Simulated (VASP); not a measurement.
# ZrC (F-43m) in VASP: a series of runs

Runs on ZrC. Level: PBE. Tasks: single point.

Program: VASP 6.6.1. These are calculated values, not measurements. Logs are shortened: lines on timing, memory, paths and dates and some standing lists are left out, and cuts for length are marked.

## 1. The cell of the first run

Symmetry: F-43m, No. 216, cubic system. Conventional cell: a = 4.983 Å, b = 4.983 Å, c = 4.983 Å, α = 90.00°, β = 90.00°, γ = 90.00°. Within 2.9 Å of Zr (site symmetry -43m) lie 4 C at 2.16 Å. C (site symmetry -43m) has 4 Zr at 2.16 Å within 2.9 Å.

## 2. Single point, PBE

INCAR reads:

```
PREC = Accurate
ENCUT = 600
EDIFF = 1E-6
ISMEAR = 0
SIGMA = 0.05
LREAL = F
LASPH = T
NELM = 120
ALGO = Normal
ISIF = 2
LWAVE = F
LCHARG = F
GGA = PE
NBANDS = 15
GGA_COMPAT = F
```

KPOINTS reads:

```
Automatic mesh
0
Gamma
  6 6 6
```

POSCAR reads:

```
ZrC
1.0
    0.0000000000      2.4913818816      2.4913818816
    2.4913818816      0.0000000000      2.4913818816
    2.4913818816      2.4913818816      0.0000000000
Zr C
1 1
Direct
    0.0000000000      0.0000000000      0.0000000000
    0.2500000000      0.2500000000      0.2500000000
```

Potentials or basis: VASP PAW PBE potentials, release 64 (Zr_sv, C).

Run with:

```console
$ cat potpaw_PBE.64/Zr_sv/POTCAR potpaw_PBE.64/C/POTCAR > POTCAR
$ mpirun -np 1 vasp_std > vasp.out
```

OUTCAR:

```text
PREC = Accurate
   ENCUT = 600
   EDIFF = 1E-6
   ISMEAR = 0
   LREAL = F
   LASPH = T
   NELM = 120
   ISIF = 2
   GGA = PE

 ion  position               nearest neighbor table
   1  0.000  0.000  0.000-   2 2.16   2 2.16   2 2.16   2 2.16
   2  0.250  0.250  0.250-   1 2.16   1 2.16   1 2.16   1 2.16

  LATTYP: Found a face centered cubic cell.
 ALAT       =     4.9827637632

  Lattice vectors:

 A1 = (   0.0000000000,   2.4913818816,   2.4913818816)
 A2 = (   2.4913818816,   0.0000000000,   2.4913818816)
 A3 = (   2.4913818816,   2.4913818816,   0.0000000000)

Analysis of symmetry for initial positions (statically):
=====================================================================
 Subroutine PRICEL returns:
 Original cell was already a primitive cell.

 Routine SETGRP: Setting up the symmetry group for a
 face centered cubic supercell.

 Subroutine GETGRP returns: Found 24 space group operations
 (whereof 24 operations were pure point group operations)
 out of a pool of 48 trial point group operations.

The static configuration has the point symmetry T_d .

Analysis of symmetry for dynamics (positions and initial velocities):
=====================================================================
 Subroutine PRICEL returns:
 Original cell was already a primitive cell.

 Routine SETGRP: Setting up the symmetry group for a
 face centered cubic supercell.

 Subroutine GETGRP returns: Found 24 space group operations
 (whereof 24 operations were pure point group operations)
 out of a pool of 48 trial point group operations.

The dynamic configuration has the point symmetry T_d .

 Subroutine INISYM returns: Found 24 space group operations
 (whereof 24 operations are pure point group operations),
 and found     1 'primitive' translations

----------------------------------------------------------------------------------------

                                     Primitive cell

  volume of cell :      30.9279

  direct lattice vectors                    reciprocal lattice vectors
     0.000000000  2.491381882  2.491381882    -0.200691834  0.200691834  0.200691834
     2.491381882  0.000000000  2.491381882     0.200691834 -0.200691834  0.200691834
     2.491381882  2.491381882  0.000000000     0.200691834  0.200691834 -0.200691834

  length of vectors
     3.523346046  3.523346046  3.523346046     0.347608454  0.347608454  0.347608454

  position of ions in fractional coordinates (direct lattice)
     0.000000000  0.000000000  0.000000000
     0.250000000  0.250000000  0.250000000

  ion indices of the primitive-cell ions
   primitive index   ion index
                 1           1
                 2           2

----------------------------------------------------------------------------------------

 KPOINTS: Automatic mesh

Automatic generation of k-mesh.
 Grid dimensions read from file:
 generate k-points for:    6    6    6

 Generating k-lattice:

  Cartesian coordinates                     Fractional coordinates (reciprocal lattice)
    -0.033448639  0.033448639  0.033448639     0.166666667  0.000000000  0.000000000
     0.033448639 -0.033448639  0.033448639     0.000000000  0.166666667  0.000000000
     0.033448639  0.033448639 -0.033448639     0.000000000  0.000000000  0.166666667

  Length of vectors
     0.057934742  0.057934742  0.057934742

  Shift w.r.t. Gamma in fractional coordinates (k-lattice)
     0.000000000  0.000000000  0.000000000

 Subroutine IBZKPT returns following result:
 ===========================================

 Found     16 irreducible k-points:

 Following reciprocal coordinates:
            Coordinates               Weight
  0.000000  0.000000  0.000000      1.000000
  0.166667  0.000000  0.000000      8.000000
  0.333333  0.000000  0.000000      8.000000
  0.500000  0.000000  0.000000      4.000000
  0.166667  0.166667  0.000000      6.000000
  0.333333  0.166667  0.000000     24.000000
[... 8 lines left out ...]
 -0.333333  0.333333  0.166667     24.000000
 -0.333333  0.500000  0.166667     12.000000
   k-points           NKPTS =     16   k-points in BZ     NKDIM =     16   number of bands    NBANDS=     15
   number of dos      NEDOS =    301   number of ions     NIONS =      2
   total plane-waves  NPLWV =  21952
   dimension x,y,z NGX =    28 NGY =   28 NGZ =   28
   dimension x,y,z NGXF=    56 NGYF=   56 NGZF=   56
   ions per type =               1   1
   NGX,Y,Z   is equivalent  to a cutoff of  13.21, 13.21, 13.21 a.u.
   NGXF,Y,Z  is equivalent  to a cutoff of  26.42, 26.42, 26.42 a.u.
 SYSTEM =  unknown system
   PREC   = accura    normal or accurate (medium, high low for compatibility)
   ISTART =      0    job   : 0-new  1-cont  2-samecut
   ICHARG =      2    charge: 1-file 2-atom 10-const
   ISPIN  =      1    spin polarized calculation?
   LNONCOLLINEAR =      F non collinear calculations
   LSORBIT =      F    spin-orbit coupling
   LASPH  =      T    aspherical Exc in radial PAW
   ENCUT  =  600.0 eV  44.10 Ry    6.64 a.u.   7.04  7.04  7.04*2*pi/ulx,y,z
   NELM   =    120;   NELMIN=  2; NELMDL= -5     # of ELM steps
   EDIFF  = 0.1E-05   stopping-criterion for ELM
   LREAL  =      F    real-space projection
   EDIFFG = 0.1E-04   stopping-criterion for IOM
   NSW    =      0    number of steps for IOM
   IBRION =     -1    ionic relax: 0-MD 1-quasi-New 2-CG
   NFREE  =      0    steps in history (QN), initial steepest desc. (CG)
   ISIF   =      2    stress and relaxation
   ISYM   =      2    0-nonsym 1-usesym 2-fastsym
   POTIM  = 0.5000    time-step for ionic-motion
   TEBEG  =    0.0;   TEEND  =   0.0 temperature during run
   PSTRESS=    0.0 pullay stress
   NELECT =      16.0000    total number of electrons
   NUPDOWN=      -1.0000    fix difference up-down
   EMIN   =  10.00;   EMAX   =-10.00  energy-range for DOS
   EFERMI =   0.00;   METHOD = LEGACY
   ISMEAR =     0;   SIGMA  =   0.05  broadening in eV -4-tet -1-fermi 0-gaus
   EFERMI_NEDOS =   21; number of points for ismear=-14 and -15
   IALGO  =     38    algorithm
   IMIX   =      4    mixing-type and parameters
     AMIX     =   0.40;   BMIX     =  1.00
     AMIX_MAG =   1.60;   BMIX_MAG =  1.00
  volume/ion in A,a.u.               =      15.46       104.36
  Fermi-wavevector in a.u.,A,eV,Ry     =   1.314209  2.483495 23.499248  1.727146
  Thomas-Fermi vector in A             =   2.444478
   LORBIT       =      0    0 simple, 1 ext, 2 COOP (PROOUT), +10 PAW based schemes
   GGA     = PE    functional components
   LHFCALC =     F    Hartree Fock is set to
   AEXX    =    0.0000 exact exchange contribution
   IVDW    =     0    specifies the selected vdW correction
   LEPSILON=     F    determine dielectric tensor
   LRPA    =     F    only Hartree local field effects (RPA)
 non-spin polarized calculation
 Gauss-broadening in eV      SIGMA  =   0.05
  energy-cutoff  :      600.00
  volume of cell :       30.93
 maximum number of plane-waves:      1056
   NGX = 15   NGY = 15   NGZ = 15

 number of electron      15.9999999 magnetization

 Free energy of the ion-electron system (eV)
  ---------------------------------------------------
  ext. energy  EPLUGINS =         0.00000000
  ---------------------------------------------------
  free energy    TOTEN  =       -18.17799777 eV

  energy without entropy =      -18.17799777  energy(sigma->0) =      -18.17799777

 E-fermi :   7.4944     XC(G=0): -10.9720

 val. band max:        7.2191132142   @ k =   0.5000   0.5000   0.0000
 cond. band min:       7.7811805312   @ k =  -0.3333   0.5000   0.1667
 fundamental gap:      0.5620673170
 Fermi energy:         7.4944321144

 k-point     1 :       0.0000    0.0000    0.0000
  band No.  band energies     occupation
      1     -40.5607      2.00000
      2     -18.4655      2.00000
      3     -18.4655      2.00000
      4     -18.4655      2.00000
      5      -2.8660      2.00000
      6       4.6999      2.00000
      7       4.6999      2.00000
      8       4.6999      2.00000
      9      10.4198      0.00000
     10      10.4198      0.00000
     11      10.7453      0.00000
     12      15.9782      0.00000
     13      15.9782      0.00000
     14      15.9782      0.00000
     15      22.1318      0.00000

 k-point     2 :       0.1667    0.0000    0.0000
  band No.  band energies     occupation
      1     -40.5476      2.00000
      2     -18.6081      2.00000
      3     -18.4847      2.00000
      4     -18.4847      2.00000
      5      -2.4808      2.00000
      6       4.3625      2.00000
      7       4.9208      2.00000
      8       4.9208      2.00000
      9      10.1678      0.00000
     10      10.1678      0.00000
     11      11.7944      0.00000
     12      15.4441      0.00000
     13      16.3628      0.00000
     14      16.3628      0.00000
     15      19.1062      0.00000

 k-point     3 :       0.3333    0.0000    0.0000
  band No.  band energies     occupation
      1     -40.5214      2.00000
      2     -18.8814      2.00000
      3     -18.5229      2.00000
      4     -18.5229      2.00000
      5      -1.7983      2.00000
      6       4.3849      2.00000
      7       5.2526      2.00000
      8       5.2526      2.00000
      9      10.4023      0.00000
     10      10.4023      0.00000
     11      12.0432      0.00000
     12      15.2300      0.00000
     13      15.4992      0.00000
     14      15.4992      0.00000
     15      17.1899      0.00000
[... 199 lines left out ...]
 k-point    15 :      -0.3333    0.3333    0.1667
  band No.  band energies     occupation
      1     -40.4953      2.00000
      2     -18.9095      2.00000
      3     -18.7444      2.00000
      4     -18.6172      2.00000
      5      -1.1284      2.00000
      6       4.5584      2.00000
      7       5.3425      2.00000
      8       6.7121      2.00000
      9       8.3229      0.00000
     10      10.6345      0.00000
     11      11.7494      0.00000
     12      14.1776      0.00000
     13      14.9342      0.00000
     14      17.7499      0.00000
     15      19.9552      0.00000

 k-point    16 :      -0.3333    0.5000    0.1667
  band No.  band energies     occupation
      1     -40.4910      2.00000
      2     -18.9257      2.00000
      3     -18.7343      2.00000
      4     -18.6647      2.00000
      5      -1.0321      2.00000
      6       3.9628      2.00000
      7       6.2773      2.00000
      8       7.1200      2.00000
      9       7.7812      0.00000
     10      10.5832      0.00000
     11      12.0713      0.00000
     12      13.2254      0.00000
     13      14.7623      0.00000
     14      19.9951      0.00000
     15      20.2063      0.00000

------------------------ aborting loop because EDIFF is reached ----------------------------------------

  FORCE on cell =-STRESS in cart. coord.  units (eV):
  Direction    XX          YY          ZZ          XY          YZ          ZX
  --------------------------------------------------------------------------------------
  -------------------------------------------------------------------------------------
  Total        1.9891696      1.9891696      1.9891696      0.0000000      0.0000000      0.0000000
  in kB      103.0460821    103.0460821    103.0460821      0.0000000      0.0000000      0.0000000
  external PRESSURE =     103.0460821 kB  Pullay stress =       0.0000000 kB

 VOLUME and BASIS-vectors are now :
 -----------------------------------------------------------------------------
  energy-cutoff  :      600.00
  volume of cell :       30.93
      direct lattice vectors                 reciprocal lattice vectors
     0.000000000  2.491381882  2.491381882    -0.200691834  0.200691834  0.200691834
     2.491381882  0.000000000  2.491381882     0.200691834 -0.200691834  0.200691834
     2.491381882  2.491381882  0.000000000     0.200691834  0.200691834 -0.200691834

 POSITION                                       TOTAL-FORCE (eV/Angst)
 -----------------------------------------------------------------------------------
      0.00000      0.00000      0.00000        -0.000000     -0.000000      0.000000
      1.24569      1.24569      1.24569         0.000000      0.000000     -0.000000
 -----------------------------------------------------------------------------------
    total drift:                                0.000000      0.000000      0.000000

  FREE ENERGIE OF THE ION-ELECTRON SYSTEM (eV)
  ---------------------------------------------------
  free  energy   TOTEN  =       -18.1779977742 eV

  energy  without entropy=      -18.1779977742  energy(sigma->0) =      -18.17799777
```

Run time: 7.9 s. Hardware: 1 thread of AMD EPYC 7R13 (Zen 3), shared host; peak memory 0.13 GiB.

Results:

| Item | Value |
| --- | --- |
| Free energy | -18.1780 eV |
| Pressure | 10.3 GPa |
| Band gap on the k mesh | 0.56 eV, indirect (least direct gap 0.65 eV) |

Levels at points of the mesh, in eV from the valence-band top:
```tsv
k point	band 6	band 7	band 8	band 9	band 10	band 11
(0.00, 0.00, 0.00)	-2.52	-2.52	-2.52	3.20	3.20	3.53
(0.50, 0.00, 0.00)	-2.38	-1.88	-1.88	3.87	3.96	3.96
(0.50, 0.50, 0.00)	-3.94	0.00	0.00	0.65	4.75	4.91
```

A k mesh can miss the band edges. Expect the measured gap to be larger: semilocal functionals such as PBE lack the derivative discontinuity.

## 3. Single point, PBE

This run uses another cell than the first one, of 16.78 Å³/atom, 1.085 times its volume.

INCAR reads:

```
PREC = Accurate ; ENCUT = 600
EDIFF = 1E-6 ; ISMEAR = 0
SIGMA = 0.05 ; LREAL = False
LASPH = True ; NELM = 120
ALGO = Normal ; ISIF = 2
LWAVE = False ; LCHARG = True
GGA = PE ; LELF = True
LVHAR = True ; NBANDS = 15
GGA_COMPAT = False
```

KPOINTS is that of step 2.

POSCAR reads:

```
ZrC
1.0
    0.0000000000      2.5600975788      2.5600975788
    2.5600975788      0.0000000000      2.5600975788
    2.5600975788      2.5600975788      0.0000000000
Zr C
1 1
Direct
    0.0000000000      0.0000000000      0.0000000000
    0.2500000000      0.2500000000      0.2500000000
```

Potentials or basis: VASP PAW PBE potentials, release 64 (Zr_sv, C).

Run with:

```console
$ cat potpaw_PBE.64/Zr_sv/POTCAR potpaw_PBE.64/C/POTCAR > POTCAR
$ mpirun -np 1 vasp_std > vasp.out
```

Wall time 10 s (1 thread of AMD EPYC 7R13 (Zen 3), shared host); peak memory 0.14 GiB.

Results (log left out):

| Quantity | Value |
| --- | --- |
| Free energy | -18.2361 eV |
| Pressure | -2.7 GPa |
| Band gap on the k mesh | 0.54 eV, indirect (least direct gap 0.57 eV) |

Levels at points of the mesh, in eV from the valence-band top:
| k point | band 4 | band 5 | band 6 | band 7 | band 8 | band 9 | band 10 | band 11 | band 12 | band 13 |
| --- | --- | --- | --- | --- | --- | --- | --- | --- | --- | --- |
| (0.00, 0.00, 0.00) | -25.93 | -9.79 | -2.22 | -2.22 | -2.22 | 3.03 | 3.03 | 3.30 | 8.29 | 8.29 |
| (0.50, 0.00, 0.00) | -25.99 | -8.58 | -2.30 | -1.63 | -1.63 | 3.63 | 3.70 | 3.70 | 6.49 | 6.49 |
| (0.50, 0.50, 0.00) | -26.07 | -8.17 | -3.56 | 0.00 | 0.00 | 0.65 | 4.39 | 4.53 | 5.10 | 5.10 |

## 4. Single point, PBE

This run uses another cell than the first one, of 16.45 Å³/atom, 1.064 times its volume.

INCAR reads:

```
  ALGO = Normal
  EDIFF = 1E-6
  ENCUT = 600
  GGA = PE
  GGA_COMPAT = False
  ISIF = 2
  ISMEAR = 0
  LASPH = True
  LCHARG = True
  LELF = True
  LREAL = False
  LVHAR = True
  LWAVE = False
  NBANDS = 15
  NELM = 120
  PREC = Accurate
  SIGMA = 0.05
```

KPOINTS reads:

```
k-points
0
Gamma
  6 6 6
```

POSCAR reads:

```
ZrC
1.0
    0.0000000000      2.5432134504      2.5432134504
    2.5432134504      0.0000000000      2.5432134504
    2.5432134504      2.5432134504      0.0000000000
Zr C
1 1
Direct
    0.0000000000      0.0000000000      0.0000000000
    0.2500000000      0.2500000000      0.2500000000
```

Run with:

```console
$ cat potpaw_PBE.64/Zr_sv/POTCAR potpaw_PBE.64/C/POTCAR > POTCAR
$ mpirun -np 1 vasp_std > vasp.out
```

Run time: 10 s. Hardware: 1 thread of AMD EPYC 7R13 (Zen 3), shared host; peak memory 0.14 GiB.

It converged, with:

* Free energy: -18.2408 eV
* Pressure: 0.1 GPa
* Band gap on the k mesh: 0.54 eV, indirect (least direct gap 0.58 eV)

Levels at points of the mesh, in eV from the valence-band top:
| k point | band 5 | band 6 | band 7 | band 8 | band 9 | band 10 | band 11 | band 12 |
| --- | --- | --- | --- | --- | --- | --- | --- | --- |
| (0.00, 0.00, 0.00) | -9.86 | -2.29 | -2.29 | -2.29 | 3.08 | 3.08 | 3.36 | 8.40 |
| (0.50, 0.00, 0.00) | -8.62 | -2.32 | -1.69 | -1.69 | 3.69 | 3.76 | 3.76 | 6.59 |
| (0.50, 0.50, 0.00) | -8.20 | -3.65 | 0.00 | 0.00 | 0.65 | 4.48 | 4.62 | 5.19 |

## 5. Single point, PBE (volume scaled by 1.000 of the coarse rest volume)

INCAR reads:

```
SYSTEM = ZrC
ALGO = Normal ; EDIFF = 1E-6
ENCUT = 600 ; GGA = PE
GGA_COMPAT = .False. ; ISIF = 2
ISMEAR = 0 ; LASPH = .True.
LCHARG = .True. ; LELF = .True.
LREAL = .False. ; LVHAR = .True.
LWAVE = .False. ; NBANDS = 15
NELM = 120 ; PREC = Accurate
SIGMA = 0.02
```

KPOINTS reads:

```
k-points
0
Gamma
  12 12 12
  0 0 0
```

POSCAR reads:

```
ZrC
1.0
    0.0000000000      2.5432000000      2.5432000000
    2.5432000000      0.0000000000      2.5432000000
    2.5432000000      2.5432000000      0.0000000000
Zr C
1 1
Direct
    0.0000000000      0.0000000000      0.0000000000
    0.2500000000      0.2500000000      0.2500000000
```

Run with:

```console
$ cat potpaw_PBE.64/Zr_sv/POTCAR potpaw_PBE.64/C/POTCAR > POTCAR
$ mpirun -np 1 vasp_std > vasp.out
```

Wall time 35 s (1 thread of AMD EPYC 7R13 (Zen 3), shared host); peak memory 0.17 GiB.

It converged, with:

| Quantity | Value |
| --- | --- |
| Free energy | -18.2310 eV |
| Pressure | 0.4 GPa |
| Band gap on the k mesh | 0.49 eV, indirect (least direct gap 0.57 eV) |

Levels at points of the mesh, in eV from the valence-band top:
```tsv
k point	band 6	band 7	band 8	band 9	band 10	band 11
(0.00, 0.00, 0.00)	-2.29	-2.29	-2.29	3.06	3.06	3.35
(0.50, 0.00, 0.00)	-2.32	-1.69	-1.69	3.68	3.75	3.75
(0.50, 0.50, 0.00)	-3.65	0.00	0.00	0.64	4.46	4.61
```

Caveat: the cell differs from its parent crystal (volume scaled by 1.000 of the coarse rest volume).

## 6. The runs side by side

| cell | k mesh | smearing | gap on the mesh (eV) | pressure (GPa) |
| --- | --- | --- | --- | --- |
| a = 3.523 Å, angles 60.0°, 2 atoms | 6 × 6 × 6 | gaussian 0.05 eV | 0.56 | 10.3 |
| a = 3.621 Å, angles 60.0°, 2 atoms | 6 × 6 × 6 | gaussian 0.05 eV | 0.54 | -2.7 |
| a = 3.597 Å, angles 60.0°, 2 atoms | 6 × 6 × 6 | gaussian 0.05 eV | 0.54 | 0.1 |
| a = 3.597 Å, angles 60.0°, 2 atoms | 12 × 12 × 12 | gaussian 0.02 eV | 0.49 | 0.4 |

Alike in all rows: task single point; level PBE; potentials or basis VASP PAW PBE potentials, release 64 (Zr_sv, C); no spin polarisation; cutoff (eV) 600.

Absolute energies hang on the potentials; compare differences alone.
